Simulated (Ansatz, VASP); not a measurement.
One calculation of Al2Cu, two programs

```xyz
6
Lattice="-2.9989 2.9989 2.3927 2.9989 -2.9989 2.3927 2.9989 2.9989 -2.3927" Properties=species:S:1:pos:R:3 pbc="T T T"
Al    0.9513    2.0476    0.0000
Al    3.9502    0.9513    0.0000
Al   -0.9513    2.0476    2.3927
Al    2.0476    0.9513    2.3927
Cu    0.0000    0.0000    3.5891
Cu    0.0000    0.0000    1.1964
```

Alike in both runs: task single point; functional PBE; k mesh 6 × 6 × 6; occupations gaussian, width 0.1 eV; no spin polarisation.

|  | VASP | Ansatz |
| --- | --- | --- |
| version | VASP 6.6.1 | Ansatz 0.2.0 |
| potentials or method | VASP PAW PBE potentials, release 64 (Al, Cu), cutoff 520 eV | scalar-relativistic, plane waves, PAW |
| valence electrons in the cell | 34 | 50 |

```tsv
	VASP	Ansatz	Ansatz less VASP
gap on the k mesh at the Fermi level (eV)	none	none	-
pressure (GPa)	4.4	4.2	-0.17
traceless stress, the component that is largest in VASP (GPa)	2.54	2.62	+0.077
rms of the force components (eV/Å)	0.025	0.023	-0.0017
```

Atom by atom the forces differ by 0.002 eV/Å (rms over components). A gap of «none» marks a metal or a gap that the smearing closes. VASP's potentials hold 34 valence electrons a cell and Ansatz's 50, so a difference there can come from the potentials and not from the codes.
